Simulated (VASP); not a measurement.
A run of VASP 6.6.1 is set up as follows.

Contents of INCAR:

```
PREC = Accurate
ENCUT = 520
EDIFF = 1E-7
ISMEAR = 0
SIGMA = 0.1
LREAL = False
LASPH = True
NELM = 80
ALGO = Normal
ISIF = 2
LWAVE = False
LCHARG = False
GGA = PE
NBANDS = 31
```

File KPOINTS:

```
Automatic mesh
0
Gamma
  6 6 2
```

Contents of POSCAR:

```
AlIn2As3
1.0
    4.0242195100      0.0000000000      0.0000000000
   -2.0121097600      3.4850763300      0.0000000000
    0.0000000000      0.0000000000      9.8572844200
Al In As
1 2 3
Direct
    0.3333333300      0.6666666700      0.6666666700
    0.0000000000      0.0000000000      0.0000000000
    0.6666666700      0.3333333300      0.3333333300
    0.3333333300      0.6666666700      0.9166666700
    0.6666666700      0.3333333300      0.5833333300
    0.0000000000      0.0000000000      0.2500000000
```

Potentials or basis: VASP PAW PBE potentials, release 64 (Al, In_d, As).

The run is started by

```bash
$ cat potpaw_PBE.64/Al/POTCAR potpaw_PBE.64/In_d/POTCAR potpaw_PBE.64/As/POTCAR > POTCAR
$ mpirun -np 1 vasp_std > vasp.out
```

(1) What does it give for the pressure?

(2) What does it give for the largest force?

(3) Estimate the band gap on the k mesh.

Answers

(1) 15.1 GPa.

(2) 1.686 eV/Å.

(3) 1.06 eV, direct.

Caveat: spin-orbit coupling is left out, which moves the levels of the heavy elements; forces of over 1 eV/Å act on the atoms, so gaps and moduli don't describe the material at rest.
